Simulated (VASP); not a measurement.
Runs of VASP 6.6.1 on W. The structure is that of space group Im-3m (No. 229), or close to it. The cells are those of the table. 

```csv
task,cell,gap on the mesh (eV),pressure (GPa)
relaxation of cell and atoms,"relaxed to 20 GPa from a = 2.737 Å, angles 109.5°, 1 atom",none,20.0
relaxation of cell and atoms,"relaxed from a = 2.737 Å, angles 109.5°, 1 atom",none,-0.2
single point,"a = 2.692 Å, angles 109.5°, 1 atom",none,12.2
single point,"a = 2.717 Å, angles 109.5°, 1 atom",none,2.0
single point,"a = 2.704 Å, angles 109.5°, 1 atom",none,(a)
```

Alike in all rows: level LDA; potentials or basis VASP PAW LDA potentials, release 64 (W_sv); no spin polarisation; k mesh 10 × 10 × 10; cutoff (eV) 500; smearing fermi-dirac 0.05 eV.

**Question.** Estimate the missing entries.

**Answer.** (a) 7.1.

Caveats: spin-orbit coupling is left out, which moves the levels of the heavy elements; the cell stands under pressure (at least some runs); the cell is relaxed towards a set pressure, so the run minimises the enthalpy, not the energy (at least some runs).

A k mesh can miss the band edges, and the runs leave out spin-orbit coupling on W.

A gap of «none» marks levels without a gap at the run's occupations.
